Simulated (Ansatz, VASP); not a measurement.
## One calculation of HC4, two programs

```
C H
1.0
     4.93130    0.00000    0.00000
    -2.46565    4.27064    0.00000
     0.00000    0.00000   18.00003
C H
8 2
Direct
  0.33333 0.16667 0.22222
  0.33333 0.66667 0.22222
  0.83333 0.16667 0.22222
  0.83333 0.66667 0.22222
  0.16667 0.33333 0.22222
  0.16667 0.83333 0.22222
  0.66667 0.33333 0.22222
  0.66667 0.83333 0.22222
  0.68087 0.31913 0.38889
  0.81913 0.18087 0.38889
```

Alike in both runs: task single point; functional PBE; dispersion D3(BJ); k mesh 6 × 6 × 1; occupations gaussian, width 0.1 eV; no spin polarisation.

|  | VASP | Ansatz |
| --- | --- | --- |
| version | VASP 6.6.1 | Ansatz 0.2.0 |
| potentials or method | VASP PAW PBE potentials, release 64 (C, H), cutoff 520 eV | scalar-relativistic, plane waves, PAW |
| valence electrons in the cell | 34 | 34 |

VASP gave:

| Property | Result |
| --- | --- |
| gap on the k mesh at the Fermi level (eV) | 0.01 |
| least direct gap on the mesh (eV) | 0.01 |
| rms of the force components (eV/Å) | 1.202 |

Question: What did Ansatz give for the same quantities?

Answer: gap on the k mesh at the Fermi level (eV): 0.01; least direct gap on the mesh (eV): 0.01; rms of the force components (eV/Å): 1.201.

Atom by atom the forces differ by 0.000 eV/Å (rms over components). Ansatz's warnings: structure snapped to symmetry.
